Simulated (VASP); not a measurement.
# Si5Cl (P6/mmm) in VASP: a series of runs, part 2 of 2

VASP 6.6.1.

## 4. Single point, PBE

This run uses another cell than the first one, of 17.81 Å³/atom, 1.054 times its volume.

INCAR

```
ALGO = Normal
EDIFF = 1E-6
ENCUT = 520
GGA = PE
ISIF = 2
ISMEAR = 0
LASPH = True
LCHARG = False
LREAL = False
LWAVE = False
NBANDS = 22
NELM = 100
PREC = Accurate
SIGMA = 0.1
```

KPOINTS

```
k-points
0
Gamma
  6 6 4
```

POSCAR

```
Si5Cl
1.0
    5.3647509600      0.0000000000      0.0000000000
   -2.6823754800      4.6460106200      0.0000000000
    0.0000000000      0.0000000000      4.2863486600
Si Cl
5 1
Direct
    0.3333333300      0.6666666700      0.0000000000
    0.6666666700      0.3333333300      0.0000000000
    0.5000000000      0.0000000000      0.5000000000
    0.5000000000      0.5000000000      0.5000000000
    0.0000000000      0.5000000000      0.5000000000
    0.0000000000      0.0000000000      0.0000000000
```

Potentials or basis: VASP PAW PBE potentials, release 64 (Si, Cl).

Launch:

```
> cat potpaw_PBE.64/Si/POTCAR potpaw_PBE.64/Cl/POTCAR > POTCAR
> mpirun -np 1 vasp_std > vasp.out
```

OUTCAR:

```text
EDIFF = 1E-6
   ENCUT = 520
   GGA = PE
   ISIF = 2
   ISMEAR = 0
   LASPH = True
   LREAL = False
   NELM = 100
   PREC = Accurate

 ion  position               nearest neighbor table
   1  0.333  0.667  0.000-   5 2.64   5 2.64   3 2.64   3 2.64   4 2.64   4 2.64   2 3.10   2 3.10
                             2 3.10
   2  0.667  0.333  0.000-   5 2.64   5 2.64   3 2.64   3 2.64   4 2.64   4 2.64   1 3.10   1 3.10
                             1 3.10
   3  0.500  0.000  0.500-   1 2.64   2 2.64   1 2.64   2 2.64   4 2.68   5 2.68   4 2.68   5 2.68

   4  0.500  0.500  0.500-   1 2.64   2 2.64   1 2.64   2 2.64   5 2.68   5 2.68   3 2.68   3 2.68

   5  0.000  0.500  0.500-   1 2.64   2 2.64   1 2.64   2 2.64   4 2.68   4 2.68   3 2.68   3 2.68

   6  0.000  0.000  0.000-

  LATTYP: Found a hexagonal cell.
 ALAT       =     5.3647509600
 C/A-ratio  =     0.7989837165

  Lattice vectors:

 A1 = (   5.3647509600,   0.0000000000,   0.0000000000)
 A2 = (  -2.6823754800,   4.6460106200,   0.0000000000)
 A3 = (   0.0000000000,   0.0000000000,   4.2863486600)

Analysis of symmetry for initial positions (statically):
=====================================================================
 Subroutine PRICEL returns:
 Original cell was already a primitive cell.

 Routine SETGRP: Setting up the symmetry group for a
 hexagonal supercell.

 Subroutine GETGRP returns: Found 24 space group operations
 (whereof 24 operations were pure point group operations)
 out of a pool of 24 trial point group operations.

The static configuration has the point symmetry D_6h.

Analysis of symmetry for dynamics (positions and initial velocities):
=====================================================================
 Subroutine PRICEL returns:
 Original cell was already a primitive cell.

 Routine SETGRP: Setting up the symmetry group for a
 hexagonal supercell.

 Subroutine GETGRP returns: Found 24 space group operations
 (whereof 24 operations were pure point group operations)
 out of a pool of 24 trial point group operations.

The dynamic configuration has the point symmetry D_6h.

 Subroutine INISYM returns: Found 24 space group operations
 (whereof 24 operations are pure point group operations),
 and found     1 'primitive' translations

----------------------------------------------------------------------------------------

                                     Primitive cell

  volume of cell :     106.8359

  direct lattice vectors                    reciprocal lattice vectors
     5.364750960  0.000000000  0.000000000     0.186401943  0.107619212  0.000000000
    -2.682375480  4.646010620  0.000000000     0.000000000  0.215238423  0.000000000
     0.000000000  0.000000000  4.286348660     0.000000000  0.000000000  0.233298800

  length of vectors
     5.364750960  5.364750963  4.286348660     0.215238423  0.215238423  0.233298800

  position of ions in fractional coordinates (direct lattice)
     0.333333330  0.666666670  0.000000000
     0.666666670  0.333333330  0.000000000
     0.500000000  0.000000000  0.500000000
     0.500000000  0.500000000  0.500000000
     0.000000000  0.500000000  0.500000000
     0.000000000  0.000000000  0.000000000

  ion indices of the primitive-cell ions
[... 36 lines left out ...]
  0.000000  0.000000  0.000000      1.000000
  0.166667  0.000000  0.000000      6.000000
  0.333333  0.000000  0.000000      6.000000
  0.500000  0.000000  0.000000      3.000000
  0.166667  0.166667  0.000000      6.000000
  0.333333  0.166667  0.000000     12.000000
[... 13 lines left out ...]
  0.333333  0.166667  0.500000     12.000000
  0.333333  0.333333  0.500000      2.000000
   k-points           NKPTS =     21   k-points in BZ     NKDIM =     21   number of bands    NBANDS=     22
   number of dos      NEDOS =    301   number of ions     NIONS =      6
   total plane-waves  NPLWV =  51200
   dimension x,y,z NGX =    40 NGY =   40 NGZ =   32
   dimension x,y,z NGXF=    80 NGYF=   80 NGZF=   64
   ions per type =               5   1
   NGX,Y,Z   is equivalent  to a cutoff of  12.40, 12.40, 12.41 a.u.
   NGXF,Y,Z  is equivalent  to a cutoff of  24.79, 24.79, 24.82 a.u.
 SYSTEM =  unknown system
   PREC   = accura    normal or accurate (medium, high low for compatibility)
   ISTART =      0    job   : 0-new  1-cont  2-samecut
   ICHARG =      2    charge: 1-file 2-atom 10-const
   ISPIN  =      1    spin polarized calculation?
   LNONCOLLINEAR =      F non collinear calculations
   LSORBIT =      F    spin-orbit coupling
   LASPH  =      T    aspherical Exc in radial PAW
   ENCUT  =  520.0 eV  38.22 Ry    6.18 a.u.   9.97  9.97  7.97*2*pi/ulx,y,z
   NELM   =    100;   NELMIN=  2; NELMDL= -5     # of ELM steps
   EDIFF  = 0.1E-05   stopping-criterion for ELM
   LREAL  =      F    real-space projection
   EDIFFG = 0.1E-04   stopping-criterion for IOM
   NSW    =      0    number of steps for IOM
   IBRION =     -1    ionic relax: 0-MD 1-quasi-New 2-CG
   NFREE  =      0    steps in history (QN), initial steepest desc. (CG)
   ISIF   =      2    stress and relaxation
   ISYM   =      2    0-nonsym 1-usesym 2-fastsym
   POTIM  = 0.5000    time-step for ionic-motion
   TEBEG  =    0.0;   TEEND  =   0.0 temperature during run
   PSTRESS=    0.0 pullay stress
   NELECT =      27.0000    total number of electrons
   NUPDOWN=      -1.0000    fix difference up-down
   EMIN   =  10.00;   EMAX   =-10.00  energy-range for DOS
   EFERMI =   0.00;   METHOD = LEGACY
   ISMEAR =     0;   SIGMA  =   0.10  broadening in eV -4-tet -1-fermi 0-gaus
   EFERMI_NEDOS =   21; number of points for ismear=-14 and -15
   IALGO  =     38    algorithm
   IMIX   =      4    mixing-type and parameters
     AMIX     =   0.40;   BMIX     =  1.00
     AMIX_MAG =   1.60;   BMIX_MAG =  1.00
  volume/ion in A,a.u.               =      17.81       120.16
  Fermi-wavevector in a.u.,A,eV,Ry     =   1.035040  1.955941 14.576019  1.071307
  Thomas-Fermi vector in A             =   2.169364
   LORBIT       =      0    0 simple, 1 ext, 2 COOP (PROOUT), +10 PAW based schemes
   GGA     = PE    functional components
   LHFCALC =     F    Hartree Fock is set to
   AEXX    =    0.0000 exact exchange contribution
   IVDW    =     0    specifies the selected vdW correction
   LEPSILON=     F    determine dielectric tensor
   LRPA    =     F    only Hartree local field effects (RPA)
 non-spin polarized calculation
 Gauss-broadening in eV      SIGMA  =   0.10
  energy-cutoff  :      520.00
  volume of cell :      106.84
 maximum number of plane-waves:      2888
 NGX is ok and might be reduce to    40
   NGX = 19   NGY = 19   NGZ = 15

 number of electron      26.9999998 magnetization

 Free energy of the ion-electron system (eV)
  ---------------------------------------------------
  ext. energy  EPLUGINS =         0.00000000
  ---------------------------------------------------
  free energy    TOTEN  =       -26.22587587 eV

  energy without entropy =      -26.21350807  energy(sigma->0) =      -26.21969197

 E-fermi :   6.9310     XC(G=0): -10.2084

 val. band max:        6.9110909854   @ k =   0.3333   0.1667   0.0000
 cond. band min:       7.0126762152   @ k =   0.3333   0.0000   0.2500
 fundamental gap:      0.1015852297
 Fermi energy:         6.9309655509

 k-point     1 :       0.0000    0.0000    0.0000
  band No.  band energies     occupation
      1      -8.2216      2.00000
      2      -5.1805      2.00000
      3      -1.2526      2.00000
      4       0.4082      2.00000
      5       0.4082      2.00000
      6       1.5134      2.00000
[... 514 lines left out ...]
     21      12.0809      0.00000
     22      12.0809      0.00000

------------------------ aborting loop because EDIFF is reached ----------------------------------------

  FORCE on cell =-STRESS in cart. coord.  units (eV):
  Direction    XX          YY          ZZ          XY          YZ          ZX
  --------------------------------------------------------------------------------------
  -------------------------------------------------------------------------------------
  Total       -2.1415083     -2.1415083     -1.9156633      0.0000000      0.0000000      0.0000000
  in kB      -32.1153815    -32.1153815    -28.7284697      0.0000000      0.0000000      0.0000000
  external PRESSURE =     -30.9864109 kB  Pullay stress =       0.0000000 kB

 VOLUME and BASIS-vectors are now :
 -----------------------------------------------------------------------------
  energy-cutoff  :      520.00
  volume of cell :      106.84
      direct lattice vectors                 reciprocal lattice vectors
     5.364750960  0.000000000  0.000000000     0.186401943  0.107619212  0.000000000
    -2.682375480  4.646010620  0.000000000     0.000000000  0.215238423  0.000000000
     0.000000000  0.000000000  4.286348660     0.000000000  0.000000000  0.233298800

 POSITION                                       TOTAL-FORCE (eV/Angst)
 -----------------------------------------------------------------------------------
     -0.00000      3.09734      0.00000        -0.000000     -0.000000      0.000000
      2.68238      1.54867      0.00000         0.000000      0.000000     -0.000000
      2.68238      0.00000      2.14317         0.000000      0.000000      0.000000
      1.34119      2.32301      2.14317         0.000000      0.000000      0.000000
     -1.34119      2.32301      2.14317         0.000000      0.000000      0.000000
      0.00000      0.00000      0.00000         0.000000      0.000000      0.000000
 -----------------------------------------------------------------------------------
    total drift:                               -0.000000     -0.000000     -0.000000

  FREE ENERGIE OF THE ION-ELECTRON SYSTEM (eV)
  ---------------------------------------------------
  free  energy   TOTEN  =       -26.2258758703 eV

  energy  without entropy=      -26.2135080668  energy(sigma->0) =      -26.21969197
```

OSZICAR:

```text
N       E                     dE             d eps       ncg     rms          rms(c)
DAV:   1     0.654319574573E+02    0.65432E+02   -0.10292E+04   924   0.994E+02
DAV:   2    -0.212563422673E+02   -0.86688E+02   -0.82414E+02  1196   0.153E+02
DAV:   3    -0.264428237153E+02   -0.51865E+01   -0.50906E+01  1216   0.331E+01
DAV:   4    -0.265172819031E+02   -0.74458E-01   -0.74347E-01  1160   0.486E+00
DAV:   5    -0.265185990974E+02   -0.13172E-02   -0.13170E-02  1224   0.602E-01    0.693E+00
DAV:   6    -0.262679068598E+02    0.25069E+00   -0.42691E-01  1132   0.300E+00    0.395E+00
DAV:   7    -0.262268149424E+02    0.41092E-01   -0.18514E-01  1144   0.195E+00    0.111E+00
DAV:   8    -0.262255945539E+02    0.12204E-02   -0.19514E-02  1154   0.698E-01    0.290E-01
DAV:   9    -0.262257895716E+02   -0.19502E-03   -0.22913E-03  1194   0.264E-01    0.121E-01
DAV:  10    -0.262258622701E+02   -0.72698E-04   -0.26224E-04  1156   0.862E-02    0.499E-02
DAV:  11    -0.262258746220E+02   -0.12352E-04   -0.32002E-05  1234   0.296E-02    0.140E-02
DAV:  12    -0.262258758287E+02   -0.12067E-05   -0.48255E-06  1110   0.112E-02    0.548E-03
DAV:  13    -0.262258758703E+02   -0.41637E-07   -0.11416E-06   702   0.526E-03
   1 F= -.26225876E+02 E0= -.26219692E+02  d E =-.123678E-01
```

stdout:

```text
POSCAR found type information on POSCAR SiCl
 POSCAR found :  2 types and       6 ions
 scaLAPACK will be used
 LDA part: xc-table for (Slater+PW92), standard interpolation
 POSCAR, INCAR and KPOINTS ok, starting setup
 FFT: planning ... GRIDC
 FFT: planning ... GRID_SOFT
 FFT: planning ... GRID
 WAVECAR not read
 entering main loop
```

Wall time 55 s (1 thread of AMD EPYC 7R43 (Zen 3), shared host); peak memory 0.18 GiB.

What came out:

```yaml
Free_energy: -26.2259 eV
Pressure: -3.1 GPa
```

Caveat: the k points lie up to 0.37 Å⁻¹ apart; an odd number of electrons without spin polarisation forces a metal; a magnetic or distorted state may lie lower.

## 5. The runs side by side

```csv
task,cell,k mesh,cutoff (eV),gap on the mesh (eV),pressure (GPa)
single point,"a = 5.256, b = 5.256, c = 4.235 Å, angles 90.0, 90.0, 120.0°, 6 atoms",12 × 12 × 10,520,none,-0.1
relaxation of cell and atoms,"relaxed from a = 5.365, b = 5.365, c = 4.286 Å, angles 90.0, 90.0, 120.0°, 6 atoms",12 × 12 × 10,600,none,-0.1
single point,"a = 5.365, b = 5.365, c = 4.286 Å, angles 90.0, 90.0, 120.0°, 6 atoms",6 × 6 × 4,520,none,-3.1
```

Alike in all rows: level PBE; potentials or basis VASP PAW PBE potentials, release 64 (Si, Cl); no spin polarisation; smearing gaussian 0.1 eV.

Caveats: some runs use coarse meshes; an odd number of electrons without spin polarisation forces a metal; a magnetic or distorted state may lie lower.

Absolute energies hang on the potentials; compare differences alone.
